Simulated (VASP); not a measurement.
# Sb (R-3m) in VASP: notebook

Runs on Sb. Level: PBEsol. Tasks: electric field gradients.

Everything below comes from runs of VASP 6.6.1. Logs are shortened: lines on timing, memory, paths and dates and some standing lists are left out, and cuts for length are marked.

**1. The cell of the first run**

It takes space group R-3m (No. 166, trigonal). The conventional cell has a = 3.227 Å, b = 3.227 Å, c = 8.144 Å, α = 90.00°, β = 90.00°, γ = 120.00°. Within 4.2 Å of Sb (site symmetry -3m) lie 12 Sb at 3.23 to 3.29 Å.

**2. Electric field gradients, PBEsol (equal xy, yz and zx shear strains of +2 %)**

INCAR

```
ALGO = Normal
EDIFF = 1E-8
ENCUT = 520
GGA = PS
ISIF = 2
ISMEAR = -1
LASPH = T
LCHARG = F
LEFG = T
LREAL = F
LWAVE = F
NBANDS = 8
NELM = 80
PREC = Accurate
SIGMA = 0.05
```

KPOINTS

```
k-points
0
Gamma
  12 12 12
```

POSCAR

```
Sb
1.0
    0.0461000000      2.3280500000      2.3280500000
    2.3280500000      0.0461000000      2.3280500000
    2.3280500000      2.3280500000      0.0461000000
Sb
1
Direct
    0.0000000000      0.0000000000      0.0000000000
```

Potentials or basis: VASP PAW PBE potentials, release 64 (Sb).

Launch:

```
> cat potpaw_PBE.64/Sb/POTCAR > POTCAR
> mpirun -np 1 vasp_std > vasp.out
```

OUTCAR:

```text
EDIFF = 1E-8
   ENCUT = 520
   GGA = PS
   ISIF = 2
   ISMEAR = -1
   LASPH = T
   LREAL = F
   NELM = 80
   PREC = Accurate

 ion  position               nearest neighbor table
   1  0.000  0.000  0.000-

  LATTYP: Found a trigonal (rhomboedric) cell.
 ALAT       =     3.2926826168
 COS(alpha) =     0.5197000882

  Lattice vectors:

 A1 = (   0.0461000000,   2.3280500000,   2.3280500000)
 A2 = (   2.3280500000,   0.0461000000,   2.3280500000)
 A3 = (   2.3280500000,   2.3280500000,   0.0461000000)

Analysis of symmetry for initial positions (statically):
=====================================================================
 Subroutine PRICEL returns:
 Original cell was already a primitive cell.

 Routine SETGRP: Setting up the symmetry group for a
 trigonal (rhombohedral) supercell.

 Subroutine GETGRP returns: Found 12 space group operations
 (whereof 12 operations were pure point group operations)
 out of a pool of 12 trial point group operations.

The static configuration has the point symmetry D_3d.

Analysis of symmetry for dynamics (positions and initial velocities):
=====================================================================
 Subroutine PRICEL returns:
 Original cell was already a primitive cell.

 Routine SETGRP: Setting up the symmetry group for a
 trigonal (rhombohedral) supercell.

 Subroutine GETGRP returns: Found 12 space group operations
 (whereof 12 operations were pure point group operations)
 out of a pool of 12 trial point group operations.

The dynamic configuration has the point symmetry D_3d.

 Subroutine INISYM returns: Found 12 space group operations
 (whereof 12 operations are pure point group operations),
 and found     1 'primitive' translations

----------------------------------------------------------------------------------------

                                     Primitive cell

  volume of cell :      24.4857

  direct lattice vectors                    reciprocal lattice vectors
     0.046100000  2.328050000  2.328050000    -0.221258994  0.216962703  0.216962703
     2.328050000  0.046100000  2.328050000     0.216962703 -0.221258994  0.216962703
     2.328050000  2.328050000  0.046100000     0.216962703  0.216962703 -0.221258994

[... 110 lines left out ...]
   LEPSILON=     F    determine dielectric tensor
   LRPA    =     F    only Hartree local field effects (RPA)
 non-spin polarized calculation
  energy-cutoff  :      520.00
  volume of cell :       24.49
 maximum number of plane-waves:       669
   NGX = 13   NGY = 13   NGZ = 13

 number of electron       5.0000000 magnetization

 Free energy of the ion-electron system (eV)
  ---------------------------------------------------
  ext. energy  EPLUGINS =         0.00000000
  ---------------------------------------------------
  free energy    TOTEN  =        -4.26936152 eV

  energy without entropy =       -4.26357849  energy(sigma->0) =       -4.26647001

 E-fermi :   9.7282     XC(G=0): -10.7483

 val. band max:        9.7005099636   @ k =  -0.3333  -0.3333   0.0833
 cond. band min:       9.7302996426   @ k =   0.5000   0.1667   0.1667
 fundamental gap:      0.0297896789
 Fermi energy:         9.7281625838

 k-point     1 :       0.0000    0.0000    0.0000
  band No.  band energies     occupation
      1      -4.0573      2.00000
      2      15.2144      0.00000
      3      15.9442      0.00000
      4      15.9442      0.00000
      5      19.4768      0.00000
      6      19.9573      0.00000
      7      20.2170      0.00000
      8      20.2170      0.00000
[... 243 lines left out ...]
 k-point    24 :      -0.4167    0.1667   -0.0000
  band No.  band energies     occupation
      1       0.7373      2.00000
      2       3.9130      2.00000
      3      10.2422      0.00007
      4      12.6393      0.00000
      5      16.4058      0.00000
      6      20.3989      0.00000
      7      21.0914      0.00000
      8      24.2401      0.00000

 [... further k-points ...]
[... 5 lines left out ...]
  --------------------------------------------------------------------------------------
  -------------------------------------------------------------------------------------
  Total        0.8447577      0.8447577      0.8447577     -0.0250993     -0.0250993     -0.0250993
  in kB       55.2750851     55.2750851     55.2750851     -1.6423211     -1.6423211     -1.6423211
  external PRESSURE =      55.2750851 kB  Pullay stress =       0.0000000 kB

 VOLUME and BASIS-vectors are now :
 -----------------------------------------------------------------------------
  energy-cutoff  :      520.00
  volume of cell :       24.49
      direct lattice vectors                 reciprocal lattice vectors
     0.046100000  2.328050000  2.328050000    -0.221258994  0.216962703  0.216962703
     2.328050000  0.046100000  2.328050000     0.216962703 -0.221258994  0.216962703
     2.328050000  2.328050000  0.046100000     0.216962703  0.216962703 -0.221258994

 POSITION                                       TOTAL-FORCE (eV/Angst)
 -----------------------------------------------------------------------------------
      0.00000      0.00000      0.00000         0.000000     -0.000000      0.000000
 -----------------------------------------------------------------------------------
    total drift:                                0.000000      0.000000     -0.000000

  FREE ENERGIE OF THE ION-ELECTRON SYSTEM (eV)
  ---------------------------------------------------
  free  energy   TOTEN  =        -4.2693615249 eV

  energy  without entropy=       -4.2635784857  energy(sigma->0) =       -4.26647001

 Electric field gradients (V/A^2)
---------------------------------------------------------------------
 ion       V_xx      V_yy      V_zz      V_xy      V_xz      V_yz
---------------------------------------------------------------------
   1      -0.000     0.000    -0.000    -5.258    -5.258    -5.258
---------------------------------------------------------------------

 Electric field gradients after diagonalization (V/A^2)
 (convention: |V_zz| > |V_xx| > |V_yy|)
----------------------------------------------------------------------
 ion       V_xx      V_yy      V_zz     asymmetry (V_yy - V_xx)/ V_zz
----------------------------------------------------------------------
   1       5.258     5.258   -10.516       0.000
----------------------------------------------------------------------

           NMR quadrupolar parameters

 Cq : quadrupolar parameter    Cq=e*Q*V_zz/h
 eta: asymmetry parameters     (V_yy - V_xx)/ V_zz
 Q  : nuclear electric quadrupole moment in mb (millibarn)
----------------------------------------------------------------------
 ion       Cq(MHz)       eta       Q (mb)
----------------------------------------------------------------------
   1      -0.025       0.000       1.000
----------------------------------------------------------------------
```

OSZICAR:

```text
N       E                     dE             d eps       ncg     rms          rms(c)
DAV:   1     0.447747000013E+01    0.44775E+01   -0.16865E+03  3032   0.412E+02
DAV:   2    -0.418939812083E+01   -0.86669E+01   -0.83769E+01  4208   0.532E+01
DAV:   3    -0.427635122495E+01   -0.86953E-01   -0.86464E-01  3632   0.598E+00
DAV:   4    -0.427658436333E+01   -0.23314E-03   -0.23314E-03  4752   0.377E-01
DAV:   5    -0.427658478793E+01   -0.42460E-06   -0.42489E-06  3840   0.964E-03    0.196E+00
DAV:   6    -0.427203143493E+01    0.45534E-02   -0.13642E-03  3840   0.177E-01    0.114E+00
DAV:   7    -0.426936965497E+01    0.26618E-02   -0.28973E-03  3400   0.256E-01    0.321E-02
DAV:   8    -0.426936206898E+01    0.75860E-05   -0.29151E-05  4376   0.438E-02    0.734E-03
DAV:   9    -0.426936184807E+01    0.22090E-06   -0.38498E-07  4224   0.446E-03    0.120E-03
DAV:  10    -0.426936165363E+01    0.19444E-06   -0.57965E-08  3832   0.126E-03    0.153E-03
DAV:  11    -0.426936154647E+01    0.10716E-06   -0.91740E-10  3752   0.240E-04    0.336E-04
DAV:  12    -0.426936153436E+01    0.12114E-07   -0.77427E-11  2152   0.522E-05    0.132E-04
DAV:  13    -0.426936152409E+01    0.10270E-07   -0.12040E-11  1912   0.269E-05    0.142E-05
DAV:  14    -0.426936152495E+01   -0.86021E-09   -0.95941E-13  1888   0.962E-06
   1 F= -.42693615E+01 E0= -.42664700E+01  d E =-.578304E-02
```

stdout:

```text
POSCAR found type information on POSCAR Sb
 POSCAR found :  1 types and       1 ions
 scaLAPACK will be used
 -----------------------------------------------------------------------------
|                                                                             |
|                                                                             |
|     You enforced a specific xc type in the INCAR file but a different       |
|     I HOPE YOU KNOW WHAT YOU ARE DOING!                                     |
|                                                                             |
 -----------------------------------------------------------------------------

 LDA part: xc-table for (Slater+PW92), standard interpolation
 POSCAR, INCAR and KPOINTS ok, starting setup
 FFT: planning ... GRIDC
 FFT: planning ... GRID_SOFT
 FFT: planning ... GRID
 WAVECAR not read
 entering main loop
ion   1
```

It used 23 s of CPU time on 1 thread of AMD EPYC 7R13 Processor (Zen 3) (shared host).

What came out:

```yaml
Free_energy: -4.2694 eV
Pressure: 5.5 GPa
```

Electric field gradients, principal values (V/Å²):
| atom | least | middle | greatest (by size) |
| --- | --- | --- | --- |
| 1 Sb | 5.258 | 5.258 | -10.516 |

Caveat: the cell differs from its parent crystal (equal xy, yz and zx shear strains of +2 %); without QUAD_EFG the Cq values of the log hold for a quadrupole moment of 1 mb, not for the nuclei; the PAW data sets were made with another functional, which shifts forces and pressure a little; spin-orbit coupling is left out, which moves the levels of the heavy elements.

**3. Electric field gradients, PBEsol (equal xy, yz and zx shear strains of +2 %)**

INCAR

```
SYSTEM = Sb
ALGO     = Normal         ! electronic algorithm
EDIFF    = 1E-8           ! SCF threshold, eV
ENCUT    = 520            ! plane-wave cutoff, eV
GGA      = PS             ! functional
ISIF     = 2              ! what is computed and relaxed
ISMEAR   = -1             ! smearing method
LASPH    = .True.         ! aspherical terms in the spheres
LCHARG   = .False.        ! write CHGCAR
LEFG     = .True.       
LREAL    = .False.        ! projectors in reciprocal space
LWAVE    = .False.        ! write WAVECAR
NBANDS   = 8              ! bands
NELM     = 80             ! most SCF steps
PREC     = Accurate       ! precision mode
SIGMA    = 0.05           ! smearing width, eV
```

KPOINTS

```
k-points
0
Gamma
  12 12 12
  0 0 0
```

POSCAR is that of step 2.

Potentials or basis: VASP PAW PBE potentials, release 64 (Sb).

Launch:

```
> cat potpaw_PBE.64/Sb/POTCAR > POTCAR
> mpirun -np 1 vasp_std > vasp.out
```

OUTCAR:

```text
SYSTEM = Sb
   EDIFF = 1E-8
   ENCUT = 520
   GGA = PS
   ISIF = 2
   ISMEAR = -1
   LASPH = .True.
   LREAL = .False.
   NELM = 80
   PREC = Accurate

 ion  position               nearest neighbor table
   1  0.000  0.000  0.000-

  LATTYP: Found a trigonal (rhomboedric) cell.
 ALAT       =     3.2926826168
 COS(alpha) =     0.5197000882

  Lattice vectors:

 A1 = (   0.0461000000,   2.3280500000,   2.3280500000)
 A2 = (   2.3280500000,   0.0461000000,   2.3280500000)
 A3 = (   2.3280500000,   2.3280500000,   0.0461000000)

Analysis of symmetry for initial positions (statically):
=====================================================================
 Subroutine PRICEL returns:
 Original cell was already a primitive cell.

 Routine SETGRP: Setting up the symmetry group for a
 trigonal (rhombohedral) supercell.

 Subroutine GETGRP returns: Found 12 space group operations
 (whereof 12 operations were pure point group operations)
 out of a pool of 12 trial point group operations.

The static configuration has the point symmetry D_3d.

Analysis of symmetry for dynamics (positions and initial velocities):
=====================================================================
 Subroutine PRICEL returns:
 Original cell was already a primitive cell.

 Routine SETGRP: Setting up the symmetry group for a
 trigonal (rhombohedral) supercell.

 Subroutine GETGRP returns: Found 12 space group operations
 (whereof 12 operations were pure point group operations)
 out of a pool of 12 trial point group operations.

The dynamic configuration has the point symmetry D_3d.

 Subroutine INISYM returns: Found 12 space group operations
 (whereof 12 operations are pure point group operations),
 and found     1 'primitive' translations

----------------------------------------------------------------------------------------

                                     Primitive cell

  volume of cell :      24.4857

  direct lattice vectors                    reciprocal lattice vectors
     0.046100000  2.328050000  2.328050000    -0.221258994  0.216962703  0.216962703
     2.328050000  0.046100000  2.328050000     0.216962703 -0.221258994  0.216962703
     2.328050000  2.328050000  0.046100000     0.216962703  0.216962703 -0.221258994

  length of vectors
     3.292682617  3.292682617  3.292682617     0.378287154  0.378287154  0.378287154

  position of ions in fractional coordinates (direct lattice)
     0.000000000  0.000000000  0.000000000

  ion indices of the primitive-cell ions
   primitive index   ion index
                 1           1

----------------------------------------------------------------------------------------

 KPOINTS: k-points

Automatic generation of k-mesh.
 Grid dimensions read from file:
 generate k-points for:   12   12   12

 Generating k-lattice:

  Cartesian coordinates                     Fractional coordinates (reciprocal lattice)
    -0.018438249  0.018080225  0.018080225     0.083333333  0.000000000  0.000000000
[... 61 lines left out ...]
   EDIFFG = 0.1E-06   stopping-criterion for IOM
   NSW    =      0    number of steps for IOM
   IBRION =     -1    ionic relax: 0-MD 1-quasi-New 2-CG
   NFREE  =      0    steps in history (QN), initial steepest desc. (CG)
   ISIF   =      2    stress and relaxation
   ISYM   =      2    0-nonsym 1-usesym 2-fastsym
   POTIM  = 0.5000    time-step for ionic-motion
   TEBEG  =    0.0;   TEEND  =   0.0 temperature during run
   PSTRESS=    0.0 pullay stress
   NELECT =       5.0000    total number of electrons
   NUPDOWN=      -1.0000    fix difference up-down
   EMIN   =  10.00;   EMAX   =-10.00  energy-range for DOS
   EFERMI =   0.00;   METHOD = LEGACY
   ISMEAR =    -1;   SIGMA  =   0.05  broadening in eV -4-tet -1-fermi 0-gaus
   EFERMI_NEDOS =   21; number of points for ismear=-14 and -15
   IALGO  =     38    algorithm
   IMIX   =      4    mixing-type and parameters
     AMIX     =   0.40;   BMIX     =  1.00
     AMIX_MAG =   1.60;   BMIX_MAG =  1.00
  volume/ion in A,a.u.               =      24.49       165.24
  Fermi-wavevector in a.u.,A,eV,Ry     =   0.964037  1.821766 12.644811  0.929367
  Thomas-Fermi vector in A             =   2.093634
   LORBIT       =      0    0 simple, 1 ext, 2 COOP (PROOUT), +10 PAW based schemes
   GGA     = PS    functional components
   LHFCALC =     F    Hartree Fock is set to
   AEXX    =    0.0000 exact exchange contribution
   IVDW    =     0    specifies the selected vdW correction
   LEPSILON=     F    determine dielectric tensor
   LRPA    =     F    only Hartree local field effects (RPA)
 non-spin polarized calculation
  energy-cutoff  :      520.00
  volume of cell :       24.49
 maximum number of plane-waves:       669
   NGX = 13   NGY = 13   NGZ = 13

 number of electron       5.0000000 magnetization

 Free energy of the ion-electron system (eV)
  ---------------------------------------------------
  ext. energy  EPLUGINS =         0.00000000
  ---------------------------------------------------
  free energy    TOTEN  =        -4.26936152 eV

  energy without entropy =       -4.26357849  energy(sigma->0) =       -4.26647001

 E-fermi :   9.7282     XC(G=0): -10.7483

 val. band max:        9.7005099636   @ k =  -0.3333  -0.3333   0.0833
 cond. band min:       9.7302996426   @ k =   0.5000   0.1667   0.1667
 fundamental gap:      0.0297896789
 Fermi energy:         9.7281625838

 k-point     1 :       0.0000    0.0000    0.0000
  band No.  band energies     occupation
      1      -4.0573      2.00000
      2      15.2144      0.00000
      3      15.9442      0.00000
      4      15.9442      0.00000
      5      19.4768      0.00000
      6      19.9573      0.00000
      7      20.2170      0.00000
      8      20.2170      0.00000
[... 243 lines left out ...]
 k-point    24 :      -0.4167    0.1667   -0.0000
  band No.  band energies     occupation
      1       0.7373      2.00000
      2       3.9130      2.00000
      3      10.2422      0.00007
      4      12.6393      0.00000
      5      16.4058      0.00000
      6      20.3989      0.00000
      7      21.0914      0.00000
      8      24.2401      0.00000

 [... further k-points ...]
[... 5 lines left out ...]
  --------------------------------------------------------------------------------------
  -------------------------------------------------------------------------------------
  Total        0.8447577      0.8447577      0.8447577     -0.0250993     -0.0250993     -0.0250993
  in kB       55.2750851     55.2750851     55.2750851     -1.6423211     -1.6423211     -1.6423211
  external PRESSURE =      55.2750851 kB  Pullay stress =       0.0000000 kB

 VOLUME and BASIS-vectors are now :
 -----------------------------------------------------------------------------
  energy-cutoff  :      520.00
  volume of cell :       24.49
      direct lattice vectors                 reciprocal lattice vectors
     0.046100000  2.328050000  2.328050000    -0.221258994  0.216962703  0.216962703
     2.328050000  0.046100000  2.328050000     0.216962703 -0.221258994  0.216962703
     2.328050000  2.328050000  0.046100000     0.216962703  0.216962703 -0.221258994

 POSITION                                       TOTAL-FORCE (eV/Angst)
 -----------------------------------------------------------------------------------
      0.00000      0.00000      0.00000         0.000000     -0.000000      0.000000
 -----------------------------------------------------------------------------------
    total drift:                                0.000000      0.000000     -0.000000

  FREE ENERGIE OF THE ION-ELECTRON SYSTEM (eV)
  ---------------------------------------------------
  free  energy   TOTEN  =        -4.2693615249 eV

  energy  without entropy=       -4.2635784857  energy(sigma->0) =       -4.26647001

 Electric field gradients (V/A^2)
---------------------------------------------------------------------
 ion       V_xx      V_yy      V_zz      V_xy      V_xz      V_yz
---------------------------------------------------------------------
   1      -0.000     0.000    -0.000    -5.258    -5.258    -5.258
---------------------------------------------------------------------

 Electric field gradients after diagonalization (V/A^2)
 (convention: |V_zz| > |V_xx| > |V_yy|)
----------------------------------------------------------------------
 ion       V_xx      V_yy      V_zz     asymmetry (V_yy - V_xx)/ V_zz
----------------------------------------------------------------------
   1       5.258     5.258   -10.516       0.000
----------------------------------------------------------------------

           NMR quadrupolar parameters

 Cq : quadrupolar parameter    Cq=e*Q*V_zz/h
 eta: asymmetry parameters     (V_yy - V_xx)/ V_zz
 Q  : nuclear electric quadrupole moment in mb (millibarn)
----------------------------------------------------------------------
 ion       Cq(MHz)       eta       Q (mb)
----------------------------------------------------------------------
   1      -0.025       0.000       1.000
----------------------------------------------------------------------
```

It used 24 s of CPU time on 1 thread of AMD EPYC 7R13 Processor (Zen 3) (shared host).

What came out:

- Free energy: -4.2694 eV
- Pressure: 5.5 GPa

Electric field gradients, principal values (V/Å²):
```
atom  least  middle  greatest (by size)
1 Sb  5.258   5.258             -10.516
```

Caveat: the cell differs from its parent crystal (equal xy, yz and zx shear strains of +2 %); without QUAD_EFG the Cq values of the log hold for a quadrupole moment of 1 mb, not for the nuclei; the PAW data sets were made with another functional, which shifts forces and pressure a little; spin-orbit coupling is left out, which moves the levels of the heavy elements.

(Continued in part 2 of 2.)
